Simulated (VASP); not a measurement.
A run of VASP 6.6.1:

Contents of INCAR:

```
ALGO = Normal
EDIFF = 1E-7
ENCUT = 520
ISIF = 2
ISMEAR = 0
LASPH = True
LCHARG = True
LELF = True
LREAL = False
LVHAR = True
LWAVE = False
NBANDS = 16
NELM = 60
PREC = Accurate
SIGMA = 0.02
```

Contents of KPOINTS:

```
k-points
0
Gamma
  12 12 12
```

POSCAR

```
GaAs
1.0
    0.0000000000      2.8016907960      2.8016907960
    2.8016907960      0.0000000000      2.8016907960
    2.8016907960      2.8016907960      0.0000000000
Ga As
1 1
Direct
    0.0000000000      0.0000000000      0.0000000000
    0.7500000000      0.7500000000      0.7500000000
```

Potentials or basis: VASP PAW LDA potentials, release 64 (Ga_d, As).

Command:

```sh
$ cat potpaw_LDA.64/Ga_d/POTCAR potpaw_LDA.64/As/POTCAR > POTCAR
$ mpirun -np 1 vasp_std > vasp.out
```

Hardware: 1 thread of Intel(R) Xeon(R) Platinum 8488C (Sapphire Rapids) (shared host).

Question: Estimate the wall time of this run.

Answer: It took 43 s on 1 thread of Intel(R) Xeon(R) Platinum 8488C (Sapphire Rapids) (shared host), peak memory 0.18 GiB. Counts: scf iterations 13, k points 72.
